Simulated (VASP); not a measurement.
Set up this calculation in VASP 6.6.1, as the native input.

```
Task                   : single point
Functional             : PBE
Potentials or basis    : VASP PAW PBE potentials, release 64 (Ge_d, Sb, Te)
Cutoff                 : 520 eV
k mesh                 : 12 × 12 × 2
Occupations            : gaussian, width 0.03 eV
Spin                   : no spin polarisation
Dipole correction      : no
Further INCAR settings : ALGO = Normal; EDIFF = 1e-06; NBANDS = 39
```

The structure of GeSb4Te4 lies in POSCAR:

```
GeSb4Te4
1.0
    4.6763835402      0.0000000000      0.0000000000
   -2.3381917701      4.0498669437      0.0000000000
    0.0000000000      0.0000000000     17.6486084329
Ge Sb Te
1 4 4
Direct
    0.0000000000      0.0000000000      0.0000000000
    0.3333333333      0.6666666667      0.5440991995
    0.6666666667      0.3333333333      0.4559008005
    0.6666666667      0.3333333333      0.7907683463
    0.3333333333      0.6666666667      0.2092316537
    0.3333333333      0.6666666667      0.9045184749
    0.6666666667      0.3333333333      0.0954815251
    0.0000000000      0.0000000000      0.6939667076
    0.0000000000      0.0000000000      0.3060332924
```

This cell differs from its parent crystal: strain +0.080 along x and y, +0.000 along z.

One way to write it, as run:

INCAR

```
SYSTEM = GeSb4Te4
ALGO = Normal
EDIFF = 1E-6
ENCUT = 520
GGA = PE
ISIF = 2
ISMEAR = 0
LASPH = .True.
LCHARG = .True.
LELF = .True.
LREAL = .False.
LVHAR = .True.
LWAVE = .False.
NBANDS = 39
NELM = 100
PREC = Accurate
SIGMA = 0.03
```

KPOINTS

```
k-points
0
Gamma
  12 12 2
  0 0 0
```

Potentials or basis: VASP PAW PBE potentials, release 64 (Ge_d, Sb, Te).

Run with:

```console
$ cat potpaw_PBE.64/Ge_d/POTCAR potpaw_PBE.64/Sb/POTCAR potpaw_PBE.64/Te/POTCAR > POTCAR
$ mpirun -np 1 vasp_std > vasp.out
```

It gave:

```
Pressure               : -5.3 GPa
Largest force          : 0.527 eV/Å
Band gap on the k mesh : 0.11 eV, indirect (least direct gap 0.15 eV)
```

Caveat: the cell differs from its parent crystal (strain +0.080 along x and y, +0.000 along z); spin-orbit coupling is left out, which moves the levels of the heavy elements.

It took 14 min on 1 thread of AMD EPYC 7R13 Processor (Zen 3), with other jobs on the host, peak memory 0.69 GiB.
